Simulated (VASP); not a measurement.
# Zn (C2/m) in VASP: further runs

Runs on Zn. Level: LDA. Tasks: single point.

All numbers are computed with VASP 6.6.1; they aren't measurements. Logs are shortened: lines on timing, memory, paths and dates and some standing lists are left out, and cuts for length are marked.

## 1. The cell of the first run

It takes space group C2/m (No. 12, monoclinic). The conventional cell has a = 4.824 Å, b = 2.785 Å, c = 4.512 Å, α = 90.00°, β = 90.00°, γ = 90.00°. Within 2.6 Å of Zn (site symmetry m) lie 3 Zn at 1.94 to 2.47 Å.

## 2. Single point, LDA (shortest bond scaled by 0.7)

File INCAR:

```
ALGO = Normal
EDIFF = 1E-6
ENCUT = 520
GGA = CA
ISIF = 2
ISMEAR = -1
LASPH = T
LCHARG = T
LELF = T
LREAL = F
LVHAR = T
LWAVE = F
NBANDS = 19
NELM = 100
PREC = Accurate
SIGMA = 0.05
```

File KPOINTS:

```
k-points
0
Gamma
  12 12 7
```

File POSCAR:

```
Zn
1.0
    2.7850770257      0.0000000000      0.0000000000
   -1.3925385129      2.4119474558      0.0000000000
    0.0000000000      0.0000000000      4.5118247817
Zn
2
Direct
    0.2333333333      0.6166666667      0.1750000000
    0.7666666667      0.3833333333      0.8250000000
```

Potentials or basis: VASP PAW LDA potentials, release 64 (Zn).

Command:

```sh
$ cat potpaw_LDA.64/Zn/POTCAR > POTCAR
$ mpirun -np 1 vasp_std > vasp.out
```

OUTCAR:

```text
EDIFF = 1E-6
   ENCUT = 520
   GGA = CA
   ISIF = 2
   ISMEAR = -1
   LASPH = T
   LREAL = F
   NELM = 100
   PREC = Accurate

 ion  position               nearest neighbor table
   1  0.233  0.617  0.175-   2 1.94   2 2.47   2 2.47
   2  0.767  0.383  0.825-   1 1.94   1 2.47   1 2.47

  LATTYP: Found a hexagonal cell.
 ALAT       =     2.7850770257
 C/A-ratio  =     1.6200000000

  Lattice vectors:

 A1 = (   2.7850770257,   0.0000000000,   0.0000000000)
 A2 = (  -1.3925385129,   2.4119474558,   0.0000000000)
 A3 = (   0.0000000000,   0.0000000000,   4.5118247817)

Analysis of symmetry for initial positions (statically):
=====================================================================
 Subroutine PRICEL returns:
 Original cell was already a primitive cell.

 Routine SETGRP: Setting up the symmetry group for a
 hexagonal supercell.

 Subroutine GETGRP returns: Found  4 space group operations
 (whereof  4 operations were pure point group operations)
 out of a pool of 24 trial point group operations.

The static configuration has the point symmetry C_2h.

Analysis of symmetry for dynamics (positions and initial velocities):
=====================================================================
 Subroutine PRICEL returns:
 Original cell was already a primitive cell.

 Routine SETGRP: Setting up the symmetry group for a
 hexagonal supercell.

 Subroutine GETGRP returns: Found  4 space group operations
 (whereof  4 operations were pure point group operations)
 out of a pool of 24 trial point group operations.

The dynamic configuration has the point symmetry C_2h.

 Subroutine INISYM returns: Found  4 space group operations
 (whereof  4 operations are pure point group operations),
 and found     1 'primitive' translations

----------------------------------------------------------------------------------------

                                     Primitive cell

  volume of cell :      30.3080

  direct lattice vectors                    reciprocal lattice vectors
     2.785077026  0.000000000  0.000000000     0.359056497  0.207301365  0.000000000
    -1.392538513  2.411947456  0.000000000     0.000000000  0.414602730  0.000000000
     0.000000000  0.000000000  4.511824782     0.000000000  0.000000000  0.221639813

  length of vectors
     2.785077026  2.785077026  4.511824782     0.414602730  0.414602730  0.221639813

  position of ions in fractional coordinates (direct lattice)
     0.233333333  0.616666667  0.175000000
     0.766666667  0.383333333  0.825000000

  ion indices of the primitive-cell ions
   primitive index   ion index
                 1           1
                 2           2

----------------------------------------------------------------------------------------

 KPOINTS: k-points

Automatic generation of k-mesh.
 Grid dimensions read from file:
 generate k-points for:   12   12    7

 Generating k-lattice:

  Cartesian coordinates                     Fractional coordinates (reciprocal lattice)
     0.029921375  0.017275114  0.000000000     0.083333333 -0.000000000  0.000000000
     0.000000000  0.034550228  0.000000000     0.000000000  0.083333333  0.000000000
     0.000000000  0.000000000  0.031662830     0.000000000  0.000000000  0.142857143

  Length of vectors
     0.034550228  0.034550228  0.031662830

  Shift w.r.t. Gamma in fractional coordinates (k-lattice)
     0.000000000  0.000000000  0.000000000

 Subroutine IBZKPT returns following result:
 ===========================================

 Found    277 irreducible k-points:

 Following reciprocal coordinates:
            Coordinates               Weight
  0.000000  0.000000  0.000000      1.000000
  0.083333 -0.000000  0.000000      2.000000
  0.000000  0.083333  0.000000      4.000000
  0.166667  0.000000  0.000000      2.000000
  0.000000  0.166667  0.000000      4.000000
  0.250000 -0.000000  0.000000      2.000000
[... 16 lines left out ...]
 -0.083333  0.416667  0.000000      4.000000
 -0.416667  0.333333  0.000000      4.000000
 [... further k-points ...]
   k-points           NKPTS =    277   k-points in BZ     NKDIM =    277   number of bands    NBANDS=     19
   number of dos      NEDOS =    301   number of ions     NIONS =      2
   total plane-waves  NPLWV =  20736
   dimension x,y,z NGX =    24 NGY =   24 NGZ =   36
   dimension x,y,z NGXF=    48 NGYF=   48 NGZF=   72
   ions per type =               2
   NGX,Y,Z   is equivalent  to a cutoff of  14.33, 14.33, 13.26 a.u.
   NGXF,Y,Z  is equivalent  to a cutoff of  28.65, 28.65, 26.53 a.u.
 SYSTEM =  unknown system
   PREC   = accura    normal or accurate (medium, high low for compatibility)
   ISTART =      0    job   : 0-new  1-cont  2-samecut
   ICHARG =      2    charge: 1-file 2-atom 10-const
   ISPIN  =      1    spin polarized calculation?
   LNONCOLLINEAR =      F non collinear calculations
   LSORBIT =      F    spin-orbit coupling
   LASPH  =      T    aspherical Exc in radial PAW
   ENCUT  =  520.0 eV  38.22 Ry    6.18 a.u.   5.18  5.18  8.39*2*pi/ulx,y,z
   NELM   =    100;   NELMIN=  2; NELMDL= -5     # of ELM steps
   EDIFF  = 0.1E-05   stopping-criterion for ELM
   LREAL  =      F    real-space projection
   EDIFFG = 0.1E-04   stopping-criterion for IOM
   NSW    =      0    number of steps for IOM
   IBRION =     -1    ionic relax: 0-MD 1-quasi-New 2-CG
   NFREE  =      0    steps in history (QN), initial steepest desc. (CG)
   ISIF   =      2    stress and relaxation
   ISYM   =      2    0-nonsym 1-usesym 2-fastsym
   POTIM  = 0.5000    time-step for ionic-motion
   TEBEG  =    0.0;   TEEND  =   0.0 temperature during run
   PSTRESS=    0.0 pullay stress
   NELECT =      24.0000    total number of electrons
   NUPDOWN=      -1.0000    fix difference up-down
   EMIN   =  10.00;   EMAX   =-10.00  energy-range for DOS
   EFERMI =   0.00;   METHOD = LEGACY
   ISMEAR =    -1;   SIGMA  =   0.05  broadening in eV -4-tet -1-fermi 0-gaus
   EFERMI_NEDOS =   21; number of points for ismear=-14 and -15
   IALGO  =     38    algorithm
   IMIX   =      4    mixing-type and parameters
     AMIX     =   0.40;   BMIX     =  1.00
     AMIX_MAG =   1.60;   BMIX_MAG =  1.00
  volume/ion in A,a.u.               =      15.15       102.26
  Fermi-wavevector in a.u.,A,eV,Ry     =   1.514582  2.862145 31.211206  2.293959
  Thomas-Fermi vector in A             =   2.624220
   LORBIT       =      0    0 simple, 1 ext, 2 COOP (PROOUT), +10 PAW based schemes
   GGA     = CA    functional components
   LHFCALC =     F    Hartree Fock is set to
   AEXX    =    0.0000 exact exchange contribution
   IVDW    =     0    specifies the selected vdW correction
   LEPSILON=     F    determine dielectric tensor
   LRPA    =     F    only Hartree local field effects (RPA)
 non-spin polarized calculation
  energy-cutoff  :      520.00
  volume of cell :       30.31
 maximum number of plane-waves:       834
 NGX is ok and might be reduce to    24
   NGX = 11   NGY = 11   NGZ = 17

 number of electron      23.9999994 magnetization

 Free energy of the ion-electron system (eV)
  ---------------------------------------------------
  ext. energy  EPLUGINS =         0.00000000
  ---------------------------------------------------
  free energy    TOTEN  =        -1.93910578 eV

  energy without entropy =       -1.93629132  energy(sigma->0) =       -1.93769855

 E-fermi :   2.9145     XC(G=0): -11.7273

 val. band max:        2.9116132756   @ k =   0.3333   0.3333   0.4286
 cond. band min:       2.9176815985   @ k =  -0.4167   0.4167   0.4286
 fundamental gap:      0.0060683230
 Fermi energy:         2.9144652251

 k-point     1 :       0.0000    0.0000    0.0000
  band No.  band energies     occupation
      1      -8.1916      2.00000
      2      -6.5782      2.00000
      3      -6.4011      2.00000
      4      -5.8381      2.00000
      5      -5.5792      2.00000
      6      -5.3114      2.00000
[... 11 lines left out ...]
     18      20.3167      0.00000
     19      21.2712      0.00000

 k-point     2 :       0.0833   -0.0000    0.0000
  band No.  band energies     occupation
      1      -8.0175      2.00000
      2      -6.5550      2.00000
      3      -6.3637      2.00000
      4      -5.8190      2.00000
      5      -5.5412      2.00000
      6      -5.3914      2.00000
[... 11 lines left out ...]
     18      20.9053      0.00000
     19      22.8837      0.00000

 k-point     3 :       0.0000    0.0833    0.0000
  band No.  band energies     occupation
      1      -8.0251      2.00000
      2      -6.5442      2.00000
      3      -6.3881      2.00000
      4      -5.8531      2.00000
      5      -5.5917      2.00000
      6      -5.2837      2.00000
[... 11 lines left out ...]
     18      21.1267      0.00000
     19      22.3862      0.00000

 k-point     4 :       0.1667    0.0000    0.0000
  band No.  band energies     occupation
      1      -7.5290      2.00000
      2      -6.5430      2.00000
      3      -6.2000      2.00000
      4      -5.7754      2.00000
      5      -5.5553      2.00000
      6      -5.4336      2.00000
[... 11 lines left out ...]
     18      19.8712      0.00000
     19      21.2518      0.00000

 k-point     5 :       0.0000    0.1667    0.0000
  band No.  band energies     occupation
      1      -7.5681      2.00000
      2      -6.4706      2.00000
      3      -6.3570      2.00000
      4      -5.8800      2.00000
      5      -5.5938      2.00000
      6      -5.2115      2.00000
[... 11 lines left out ...]
     18      19.9326      0.00000
     19      21.9553      0.00000
[... 334 lines left out ...]
      2      -6.3276      2.00000
      3      -6.3032      2.00000
      4      -5.8997      2.00000
      5      -5.2272      2.00000
      6      -5.1056      2.00000
[... 11 lines left out ...]
     18      16.4370      0.00000
     19      19.3386      0.00000

 k-point    22 :       0.3333    0.0833    0.0000
  band No.  band energies     occupation
      1      -6.7078      2.00000
      2      -6.2533      2.00000
      3      -6.0536      2.00000
      4      -5.7166      2.00000
      5      -5.2271      2.00000
      6      -5.0817      2.00000
[... 11 lines left out ...]
     18      17.3867      0.00000
     19      17.4587      0.00000

 k-point    23 :      -0.0833    0.4167    0.0000
  band No.  band energies     occupation
      1      -6.6578      2.00000
      2      -6.5220      2.00000
      3      -6.1989      2.00000
      4      -5.9693      2.00000
      5      -5.2569      2.00000
      6      -4.7678      2.00000
[... 11 lines left out ...]
     18      15.5569      0.00000
     19      18.6281      0.00000

 k-point    24 :      -0.4167    0.3333    0.0000
  band No.  band energies     occupation
      1      -6.6983      2.00000
      2      -6.4208      2.00000
      3      -6.2199      2.00000
      4      -5.9594      2.00000
      5      -5.0623      2.00000
      6      -4.8840      2.00000
[... 11 lines left out ...]
     18      15.5980      0.00000
     19      18.6541      0.00000

 [... further k-points ...]

------------------------ aborting loop because EDIFF is reached ----------------------------------------

  FORCE on cell =-STRESS in cart. coord.  units (eV):
  Direction    XX          YY          ZZ          XY          YZ          ZX
  --------------------------------------------------------------------------------------
  -------------------------------------------------------------------------------------
  Total        2.8212053      1.1641386      7.8465206      1.4350618      2.7414027      4.7482487
  in kB      149.1378880     61.5400710    414.7920470     75.8619348    144.9192693    251.0075371
  external PRESSURE =     208.4900020 kB  Pullay stress =       0.0000000 kB

 VOLUME and BASIS-vectors are now :
 -----------------------------------------------------------------------------
  energy-cutoff  :      520.00
  volume of cell :       30.31
      direct lattice vectors                 reciprocal lattice vectors
     2.785077026  0.000000000  0.000000000     0.359056497  0.207301365  0.000000000
    -1.392538513  2.411947456  0.000000000     0.000000000  0.414602730  0.000000000
     0.000000000  0.000000000  4.511824782     0.000000000  0.000000000  0.221639813

 POSITION                                       TOTAL-FORCE (eV/Angst)
 -----------------------------------------------------------------------------------
     -0.20888      1.48737      0.78957         3.052198      1.762188      6.459177
      1.60142      0.92458      3.72226        -3.052198     -1.762188     -6.459177
 -----------------------------------------------------------------------------------
    total drift:                               -0.000000      0.000000     -0.000000

  FREE ENERGIE OF THE ION-ELECTRON SYSTEM (eV)
  ---------------------------------------------------
  free  energy   TOTEN  =        -1.9391057795 eV

  energy  without entropy=       -1.9362913209  energy(sigma->0) =       -1.93769855
```

It used 70 s of CPU time on 1 thread of Intel Xeon 6975P-C (shared host).

Results:

```yaml
Free_energy: -1.9391 eV
Pressure: 20.8 GPa
Largest_force: 7.358 eV/Å
Band_gap_on_the_k_mesh: zero (band 12 reaches 4.49 eV, above the bottom of band 13 at 1.25 eV)
```

Forces on the atoms (eV/Å):
```
Zn   3.052  1.762  6.459
Zn  -3.052 -1.762 -6.459
```

Stress tensor (GPa, compression positive):
```
14.91  7.59 25.10
 7.59  6.15 14.49
25.10 14.49 41.48
```

Caveat: the cell differs from its parent crystal (shortest bond scaled by 0.7); forces of over 1 eV/Å act on the atoms, so gaps and moduli don't describe the material at rest.

[end of part 1 of 2]
